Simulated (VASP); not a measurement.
Here is a VASP 6.6.1 calculation.

The input INCAR:

```
ALGO = Normal ; EDIFF = 1E-6
EDIFFG = -0.04 ; ENCUT = 600
GGA = PE ; IBRION = 2
ISIF = 3 ; ISMEAR = 0
LASPH = T ; LCHARG = F
LREAL = F ; LWAVE = F
NELM = 80 ; NSW = 90
PREC = Accurate ; SIGMA = 0.1
```

The input KPOINTS:

```
k-points
0
Gamma
  6 6 4
```

POSCAR

```
LaAl2N3
1.0
    3.7273616068      0.0000000000      0.0000000000
    0.0000000000      3.7273616068      0.0000000000
    0.0000000000      0.0000000000      7.2243760530
La Al N
1 2 3
Direct
    0.5000000000      0.5000000000      0.3276835369
    0.5000000000      0.5000000000      0.7368029610
    0.0000000000      0.0000000000      0.6062764140
    0.5000000000      0.0000000000      0.6790549204
    0.0000000000      0.5000000000      0.6790549204
    0.0000000000      0.0000000000      0.3297826372
```

Potentials or basis: VASP PAW PBE potentials, release 64 (La, Al, N).

Run with:

```sh
$ cat potpaw_PBE.64/La/POTCAR potpaw_PBE.64/Al/POTCAR potpaw_PBE.64/N/POTCAR > POTCAR
$ mpirun -np 1 vasp_std > vasp.out
```

Q: What does it give for the relaxed cell?

A: a = 3.725 Å, b = 3.725 Å, c = 7.224 Å, α = 90.00°, β = 90.00°, γ = 90.00°.

Q: What does it give for the space group after relaxing (to 0.05 Å)?

A: P4mm (No. 99).

Q: Predict the relaxed volume.

A: 16.70 Å³/atom.

Stress tensor (GPa, compression positive):
```
0.18 0.00 0.00
0.00 0.18 0.00
0.00 0.00 0.07
```
